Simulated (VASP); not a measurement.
# MgB2 (P6/mmm) in VASP: notebook

MgB2 is run at these levels: LDA; tasks: single point.

All numbers are computed with VASP 6.6.1; they aren't measurements. Logs are shortened: lines on timing, memory, paths and dates and some standing lists are left out, and cuts for length are marked.

**1. The cell of the first run**

It takes space group P6/mmm (No. 191, hexagonal). The conventional cell has a = 2.992 Å, b = 2.992 Å, c = 3.523 Å, α = 90.00°, β = 90.00°, γ = 120.00°. Mg (site symmetry 6/mmm) has 12 B at 2.47 Å and 6 Mg at 2.99 Å within 3.3 Å. Within 2.3 Å of B (site symmetry -6m2) lie 3 B at 1.73 Å.

**2. Single point, LDA (equal xx and yy strain of -3 %)**

Contents of INCAR:

```
PREC = Accurate
ENCUT = 520
EDIFF = 1E-6
ISMEAR = -1
SIGMA = 0.05
LREAL = F
LASPH = T
NELM = 100
ALGO = Normal
ISIF = 2
LWAVE = F
LCHARG = T
GGA = CA
LELF = T
LVHAR = T
NBANDS = 11
```

Contents of KPOINTS:

```
regular mesh
0
Gamma
  12 12 9
```

Contents of POSCAR:

```
MgB2
1.0
    2.9924506843      0.0000000000      0.0000000000
   -1.4962253422      2.5915383122      0.0000000000
    0.0000000000      0.0000000000      3.5230000000
Mg B
1 2
Direct
    0.0000000000      0.0000000000      0.0000000000
    0.3333333333      0.6666666667      0.5000000000
    0.6666666667      0.3333333333      0.5000000000
```

Potentials or basis: VASP PAW LDA potentials, release 64 (Mg, B).

The run is started by

```console
cat potpaw_LDA.64/Mg/POTCAR potpaw_LDA.64/B/POTCAR > POTCAR
mpirun -np 1 vasp_std > vasp.out
```

OUTCAR:

```text
PREC = Accurate
   ENCUT = 520
   EDIFF = 1E-6
   ISMEAR = -1
   LREAL = F
   LASPH = T
   NELM = 100
   ISIF = 2
   GGA = CA

 ion  position               nearest neighbor table
   1  0.000  0.000  0.000-   2 2.47   3 2.47   2 2.47   3 2.47   3 2.47   3 2.47   2 2.47   2 2.47
                             3 2.47   3 2.47   2 2.47   2 2.47
   2  0.333  0.667  0.500-   3 1.73   3 1.73   3 1.73   1 2.47   1 2.47   1 2.47   1 2.47   1 2.47
                             1 2.47
   3  0.667  0.333  0.500-   2 1.73   2 1.73   2 1.73   1 2.47   1 2.47   1 2.47   1 2.47   1 2.47
                             1 2.47

  LATTYP: Found a hexagonal cell.
 ALAT       =     2.9924506843
 C/A-ratio  =     1.1772959262

  Lattice vectors:

 A1 = (   2.9924506843,   0.0000000000,   0.0000000000)
 A2 = (  -1.4962253422,   2.5915383122,   0.0000000000)
 A3 = (   0.0000000000,   0.0000000000,   3.5230000000)

Analysis of symmetry for initial positions (statically):
=====================================================================
 Subroutine PRICEL returns:
 Original cell was already a primitive cell.

 Routine SETGRP: Setting up the symmetry group for a
 hexagonal supercell.

 Subroutine GETGRP returns: Found 24 space group operations
 (whereof 24 operations were pure point group operations)
 out of a pool of 24 trial point group operations.

The static configuration has the point symmetry D_6h.

Analysis of symmetry for dynamics (positions and initial velocities):
=====================================================================
 Subroutine PRICEL returns:
 Original cell was already a primitive cell.

 Routine SETGRP: Setting up the symmetry group for a
 hexagonal supercell.

 Subroutine GETGRP returns: Found 24 space group operations
 (whereof 24 operations were pure point group operations)
 out of a pool of 24 trial point group operations.

The dynamic configuration has the point symmetry D_6h.

 Subroutine INISYM returns: Found 24 space group operations
 (whereof 24 operations are pure point group operations),
 and found     1 'primitive' translations

----------------------------------------------------------------------------------------

                                     Primitive cell

  volume of cell :      27.3210

  direct lattice vectors                    reciprocal lattice vectors
     2.992450684  0.000000000  0.000000000     0.334174262  0.192935600  0.000000000
    -1.496225342  2.591538312  0.000000000     0.000000000  0.385871201  0.000000000
     0.000000000  0.000000000  3.523000000     0.000000000  0.000000000  0.283848992

  length of vectors
     2.992450684  2.992450684  3.523000000     0.385871201  0.385871201  0.283848992

  position of ions in fractional coordinates (direct lattice)
     0.000000000  0.000000000  0.000000000
     0.333333333  0.666666667  0.500000000
     0.666666667  0.333333333  0.500000000

  ion indices of the primitive-cell ions
   primitive index   ion index
                 1           1
                 2           2
                 3           3

----------------------------------------------------------------------------------------

 KPOINTS: regular mesh

Automatic generation of k-mesh.
 Grid dimensions read from file:
 generate k-points for:   12   12    9

 Generating k-lattice:

  Cartesian coordinates                     Fractional coordinates (reciprocal lattice)
     0.027847855  0.016077967  0.000000000     0.083333333 -0.000000000  0.000000000
     0.000000000  0.032155933  0.000000000     0.000000000  0.083333333  0.000000000
     0.000000000  0.000000000  0.031538777     0.000000000  0.000000000  0.111111111

  Length of vectors
     0.032155933  0.032155933  0.031538777

  Shift w.r.t. Gamma in fractional coordinates (k-lattice)
     0.000000000  0.000000000  0.000000000

 Subroutine IBZKPT returns following result:
 ===========================================

 Found     95 irreducible k-points:

 Following reciprocal coordinates:
            Coordinates               Weight
  0.000000  0.000000  0.000000      1.000000
  0.083333  0.000000  0.000000      6.000000
  0.166667  0.000000  0.000000      6.000000
  0.250000  0.000000  0.000000      6.000000
  0.333333  0.000000  0.000000      6.000000
  0.416667  0.000000  0.000000      6.000000
[... 16 lines left out ...]
  0.250000  0.000000  0.111111     12.000000
  0.333333  0.000000  0.111111     12.000000
 [... further k-points ...]
   k-points           NKPTS =     95   k-points in BZ     NKDIM =     95   number of bands    NBANDS=     11
   number of dos      NEDOS =    301   number of ions     NIONS =      3
   total plane-waves  NPLWV =  16128
   dimension x,y,z NGX =    24 NGY =   24 NGZ =   28
   dimension x,y,z NGXF=    48 NGYF=   48 NGZF=   56
   ions per type =               1   2
   NGX,Y,Z   is equivalent  to a cutoff of  13.33, 13.33, 13.21 a.u.
   NGXF,Y,Z  is equivalent  to a cutoff of  26.67, 26.67, 26.43 a.u.
 SYSTEM =  unknown system
   PREC   = accura    normal or accurate (medium, high low for compatibility)
   ISTART =      0    job   : 0-new  1-cont  2-samecut
   ICHARG =      2    charge: 1-file 2-atom 10-const
   ISPIN  =      1    spin polarized calculation?
   LNONCOLLINEAR =      F non collinear calculations
   LSORBIT =      F    spin-orbit coupling
   LASPH  =      T    aspherical Exc in radial PAW
   ENCUT  =  520.0 eV  38.22 Ry    6.18 a.u.   5.56  5.56  6.55*2*pi/ulx,y,z
   NELM   =    100;   NELMIN=  2; NELMDL= -5     # of ELM steps
   EDIFF  = 0.1E-05   stopping-criterion for ELM
   LREAL  =      F    real-space projection
   EDIFFG = 0.1E-04   stopping-criterion for IOM
   NSW    =      0    number of steps for IOM
   IBRION =     -1    ionic relax: 0-MD 1-quasi-New 2-CG
   NFREE  =      0    steps in history (QN), initial steepest desc. (CG)
   ISIF   =      2    stress and relaxation
   ISYM   =      2    0-nonsym 1-usesym 2-fastsym
   POTIM  = 0.5000    time-step for ionic-motion
   TEBEG  =    0.0;   TEEND  =   0.0 temperature during run
   PSTRESS=    0.0 pullay stress
   NELECT =       8.0000    total number of electrons
   NUPDOWN=      -1.0000    fix difference up-down
   EMIN   =  10.00;   EMAX   =-10.00  energy-range for DOS
   EFERMI =   0.00;   METHOD = LEGACY
   ISMEAR =    -1;   SIGMA  =   0.05  broadening in eV -4-tet -1-fermi 0-gaus
   EFERMI_NEDOS =   21; number of points for ismear=-14 and -15
   IALGO  =     38    algorithm
   IMIX   =      4    mixing-type and parameters
     AMIX     =   0.40;   BMIX     =  1.00
     AMIX_MAG =   1.60;   BMIX_MAG =  1.00
  volume/ion in A,a.u.               =       9.11        61.46
  Fermi-wavevector in a.u.,A,eV,Ry     =   1.087107  2.054335 16.079395  1.181802
  Thomas-Fermi vector in A             =   2.223259
   LORBIT       =      0    0 simple, 1 ext, 2 COOP (PROOUT), +10 PAW based schemes
   GGA     = CA    functional components
   LHFCALC =     F    Hartree Fock is set to
   AEXX    =    0.0000 exact exchange contribution
   IVDW    =     0    specifies the selected vdW correction
   LEPSILON=     F    determine dielectric tensor
   LRPA    =     F    only Hartree local field effects (RPA)
 non-spin polarized calculation
  energy-cutoff  :      520.00
  volume of cell :       27.32
 maximum number of plane-waves:       757
 NGX is ok and might be reduce to    24
   NGX = 11   NGY = 11   NGZ = 13

 number of electron       8.0000000 magnetization

 Free energy of the ion-electron system (eV)
  ---------------------------------------------------
  ext. energy  EPLUGINS =         0.00000000
  ---------------------------------------------------
  free energy    TOTEN  =       -17.26627014 eV

  energy without entropy =      -17.26093007  energy(sigma->0) =      -17.26360011

 E-fermi :   5.6271     XC(G=0): -11.3287

 val. band max:        5.6166424537   @ k =   0.4167   0.0833   0.0000
 cond. band min:       5.6466349509   @ k =   0.0833   0.0000   0.1111
 fundamental gap:      0.0299924972
 Fermi energy:         5.6271075453

 k-point     1 :       0.0000    0.0000    0.0000
  band No.  band energies     occupation
      1      -7.0083      2.00000
      2       2.2956      2.00000
      3       6.2140      0.00002
      4       6.2140      0.00002
      5       6.9644      0.00000
      6      12.5262      0.00000
      7      12.5262      0.00000
      8      15.0718      0.00000
      9      16.2228      0.00000
     10      19.2621      0.00000
     11      22.1205      0.00000

 k-point     2 :       0.0833    0.0000    0.0000
  band No.  band energies     occupation
      1      -6.8816      2.00000
      2       2.4209      2.00000
      3       5.6021      1.24500
      4       5.9121      0.00667
      5       7.0799      0.00000
      6      12.4712      0.00000
      7      13.0871      0.00000
      8      15.2240      0.00000
      9      15.7457      0.00000
     10      19.8716      0.00000
     11      21.6500      0.00000

 k-point     3 :       0.1667    0.0000    0.0000
  band No.  band energies     occupation
      1      -6.5031      2.00000
      2       2.7943      2.00000
      3       4.1472      2.00000
      4       5.2478      1.99899
      5       7.4367      0.00000
      6      12.1511      0.00000
      7      14.4756      0.00000
      8      14.5161      0.00000
      9      15.5216      0.00000
     10      20.9315      0.00000
     11      21.1558      0.00000
[... 267 lines left out ...]
 k-point    23 :       0.2500    0.0000    0.1111
  band No.  band energies     occupation
      1      -5.7772      2.00000
      2       2.4159      2.00000
      3       2.6993      2.00000
      4       4.5837      2.00000
      5       8.9560      0.00000
      6      11.5905      0.00000
      7      12.2797      0.00000
      8      16.0645      0.00000
      9      16.4674      0.00000
     10      19.2596      0.00000
     11      19.3155      0.00000

 k-point    24 :       0.3333    0.0000    0.1111
  band No.  band energies     occupation
      1      -4.9168      2.00000
      2       0.6841      2.00000
      3       3.5076      2.00000
      4       4.0236      2.00000
      5       9.4514      0.00000
      6      10.3186      0.00000
      7      11.6109      0.00000
      8      15.2798      0.00000
      9      18.2529      0.00000
     10      18.7240      0.00000
     11      19.0827      0.00000

 [... further k-points ...]
[... 5 lines left out ...]
  --------------------------------------------------------------------------------------
  -------------------------------------------------------------------------------------
  Total        1.1182114      1.1182114     -0.9468136     -0.0000000     -0.0000000      0.0000000
  in kB       65.5748384     65.5748384    -55.5236209     -0.0000000     -0.0000000      0.0000000
  external PRESSURE =      25.2086853 kB  Pullay stress =       0.0000000 kB

 VOLUME and BASIS-vectors are now :
 -----------------------------------------------------------------------------
  energy-cutoff  :      520.00
  volume of cell :       27.32
      direct lattice vectors                 reciprocal lattice vectors
     2.992450684  0.000000000  0.000000000     0.334174262  0.192935600  0.000000000
    -1.496225342  2.591538312  0.000000000     0.000000000  0.385871201  0.000000000
     0.000000000  0.000000000  3.523000000     0.000000000  0.000000000  0.283848992

 POSITION                                       TOTAL-FORCE (eV/Angst)
 -----------------------------------------------------------------------------------
      0.00000      0.00000      0.00000         0.000000      0.000000      0.000000
     -0.00000      1.72769      1.76150         0.000000      0.000000      0.000000
      1.49623      0.86385      1.76150        -0.000000      0.000000      0.000000
 -----------------------------------------------------------------------------------
    total drift:                                0.000000     -0.000000      0.000000

  FREE ENERGIE OF THE ION-ELECTRON SYSTEM (eV)
  ---------------------------------------------------
  free  energy   TOTEN  =       -17.2662701440 eV

  energy  without entropy=      -17.2609300736  energy(sigma->0) =      -17.26360011
```

It took 42 s on 1 thread of AMD EPYC 7R43 (Zen 3), shared host; peak memory 0.11 GiB.

What came out:

```yaml
Free_energy: -17.2663 eV
Pressure: 2.5 GPa
Band_gap_on_the_k_mesh: zero (band 4 reaches 7.37 eV, above the bottom of band 5 at 3.71 eV)
```

Caveat: the cell differs from its parent crystal (equal xx and yy strain of -3 %).

(Part 1 of 2 ends here.)
